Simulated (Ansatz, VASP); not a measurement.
**Al3Ni2: VASP beside Ansatz**

```
Al Ni
1.0
     4.12323    0.00000    0.00000
    -2.06162    3.57083    0.00000
     0.00000    0.00000    5.00525
Al Ni
3 2
Direct
  0.00000 0.00000 0.00000
  0.33333 0.66667 0.64986
  0.66667 0.33333 0.35014
  0.33333 0.66667 0.14413
  0.66667 0.33333 0.85587
```

Change from the starting cell: equal strain along all axes, cell held, atoms relaxed: +3.0 %.

Alike in both runs: functional PBEsol; k mesh 12 × 12 × 8; occupations gaussian, width 0.1 eV; no spin polarisation.

Ansatz relaxed the structure, and its values are those at the end. VASP's run is a single point on that final structure, the one shown.

|  | VASP | Ansatz |
| --- | --- | --- |
| version | VASP 6.6.1 | Ansatz 0.2.0 |
| potentials or method | VASP PAW PBE potentials, release 64 (Al, Ni), cutoff 520 eV | scalar-relativistic, plane waves, PAW |
| valence electrons in the cell | 29 | 45 |

|  | VASP | Ansatz | Ansatz less VASP |
| --- | --- | --- | --- |
| gap on the k mesh at the Fermi level (eV) | none | none | - |
| pressure (GPa) | -11.1 | -10.4 | +0.66 |
| rms of the force components (eV/Å) | 0.004 | 0.000 | -0.0041 |

VASP's potentials were made for PBE, not for PBEsol. A gap of «none» marks a metal or a gap that the smearing closes. VASP's potentials hold 29 valence electrons a cell and Ansatz's 45, so a difference there can come from the potentials and not from the codes. Ansatz's warnings: stress scf threshold loose.
